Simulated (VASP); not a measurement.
Write the native input for VASP 6.6.1 that does the following.

| Property | Result |
| --- | --- |
| Task | single point |
| Functional | LDA |
| Potentials or basis | VASP PAW LDA potentials, release 64 (Pt) |
| Cutoff | 500 eV |
| k mesh | 18 × 18 × 18 |
| Occupations | gaussian, width 0.1 eV |
| Spin | no spin polarisation |
| Dipole correction | no |
| Further INCAR settings | ALGO = Normal; EDIFF = 1e-06; NBANDS = 11 |

The structure of Pt lies in POSCAR:

```
Pt
1.0
    0.0000000000      1.9467946926      1.9467946926
    1.9467946926      0.0000000000      1.9467946926
    1.9467946926      1.9467946926      0.0000000000
Pt
1
Direct
    0.0000000000      0.0000000000      0.0000000000
```

The input as run:

INCAR

```
PREC     = Accurate       # precision mode
ENCUT    = 500            # plane-wave cutoff, eV
EDIFF    = 1E-6           # SCF threshold, eV
ISMEAR   = 0              # smearing method
SIGMA    = 0.1            # smearing width, eV
LREAL    = F              # projectors in reciprocal space
LASPH    = T              # aspherical terms in the spheres
NELM     = 120            # most SCF steps
ALGO     = Normal         # electronic algorithm
ISIF     = 2              # what is computed and relaxed
LWAVE    = F              # write WAVECAR
LCHARG   = F              # write CHGCAR
NBANDS   = 11             # bands
GGA_COMPAT= F
```

KPOINTS

```
regular mesh
0
Gamma
  18 18 18
```

Potentials or basis: VASP PAW LDA potentials, release 64 (Pt).

Command:

```console
$ cat potpaw_LDA.64/Pt/POTCAR > POTCAR
$ mpirun -np 1 vasp_std > vasp.out
```

Results of the run:

* Pressure: 0.8 GPa
* Band gap on the k mesh: zero (bands 5 and 6 overlap by 2.32 eV)

Caveat: spin-orbit coupling is left out, which moves the levels of the heavy elements.

Run time: 44 s on 1 thread of Intel Xeon 8259CL (shared host), peak memory 0.14 GiB.
